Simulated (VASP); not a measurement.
**Lu2AsP: single point with PBE**

Lu2AsP:

```
P Lu As
1.0
     3.96709    0.00000    0.00000
     0.00000    3.96709    0.00000
     0.00000    0.00000    5.61469
P Lu As
1 2 1
Direct
  0.00000 0.00000 0.00000
  0.00000 0.00000 0.50000
  0.50000 0.50000 0.00000
  0.50000 0.50000 0.50000
```

```yaml
Program: VASP 6.6.1
Task: single point
Functional: PBE
Potentials_or_basis: VASP PAW PBE potentials, release 64 (P, Lu, As)
Cutoff: 520 eV
k_mesh: 6 × 6 × 4
Occupations: fermi-dirac, width 0.02 eV
Spin: no spin polarisation
```

| Property | Result |
| --- | --- |
| Pressure | 0.3 GPa |
| Band gap on the k mesh | zero (bands 30 and 31 overlap by 1.11 eV) |

Levels at points of the mesh, in eV from the Fermi level:
```tsv
k point	band 27	band 28	band 29	band 30	band 31	band 32	band 33	band 34
(0.00, 0.00, 0.00)	-0.71	-0.38	0.71	0.72	0.72	1.70	1.71	1.71
(0.50, 0.00, 0.00)	-2.12	-2.10	-1.80	-1.79	3.33	3.44	3.90	4.06
(0.50, 0.50, 0.00)	-0.77	-0.71	-0.71	-0.64	-0.38	-0.38	3.15	3.23
(0.00, 0.00, 0.50)	-0.58	-0.58	-0.45	-0.45	0.46	0.47	3.04	3.21
(0.50, 0.00, 0.50)	-1.99	-1.98	-1.98	-1.97	3.98	4.04	4.51	4.56
(0.50, 0.50, 0.50)	-2.56	-2.56	-2.55	-2.51	3.23	3.23	3.27	3.27
```

It took 53 s on 1 thread of Intel(R) Xeon(R) 6975P-C (Granite Rapids) (shared host), peak memory 0.25 GiB.

Caveat: spin-orbit coupling is left out, which moves the levels of the heavy elements.
